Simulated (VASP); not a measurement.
A run of VASP 6.6.1 is set up as follows.

INCAR

```
SYSTEM = CuO
ALGO     = Normal         ! electronic algorithm
EDIFF    = 1E-6           ! SCF threshold, eV
ENCUT    = 520            ! plane-wave cutoff, eV
GGA      = PE             ! functional
ISIF     = 2              ! what is computed and relaxed
ISMEAR   = 0              ! smearing method
LASPH    = .TRUE.         ! aspherical terms in the spheres
LCHARG   = .FALSE.        ! write CHGCAR
LREAL    = .FALSE.        ! projectors in reciprocal space
LWAVE    = .FALSE.        ! write WAVECAR
NBANDS   = 25             ! bands
NELM     = 80             ! most SCF steps
PREC     = Accurate       ! precision mode
SIGMA    = 0.1            ! smearing width, eV
```

KPOINTS

```
Automatic mesh
0
Gamma
  14 14 8
  0.5 0.5 0.5
```

Contents of POSCAR:

```
CuO
1.0
    2.3446500000     -1.7134000000      0.0000000000
    2.3446500000      1.7134000000      0.0000000000
   -0.8605500000      0.0000000000      5.0594400000
Cu O
2 2
Direct
    0.0032000000      0.4968000000      0.0000000000
    0.4968000000      0.0032000000      0.5000000000
    0.5714000000      0.4056000000      0.2537000000
    0.4056000000      0.5714000000      0.7537000000
```

Potentials or basis: VASP PAW PBE potentials, release 64 (Cu, O).

Launch:

```sh
$ cat potpaw_PBE.64/Cu/POTCAR potpaw_PBE.64/O/POTCAR > POTCAR
$ mpirun -np 1 vasp_std > vasp.out
```

Question: Predict the largest force.

Answer: 0.787 eV/Å.

Question: Estimate the pressure.

Answer: 6.4 GPa.

Question: Predict the band gap on the k mesh.

Answer: Zero (bands 17 and 18 overlap by 0.61 eV).

Stress tensor (GPa, compression positive):
```
 6.38  0.00 -1.82
 0.00  7.00  0.00
-1.82  0.00  5.93
```

Caveat: the cell stands under pressure; semilocal functionals often make such compounds metallic where correlation or magnetic order opens a gap, which also shifts bond lengths. With open d or f shells a metallic result of PBE can be an artefact of self-interaction; +U or a hybrid may open a gap.
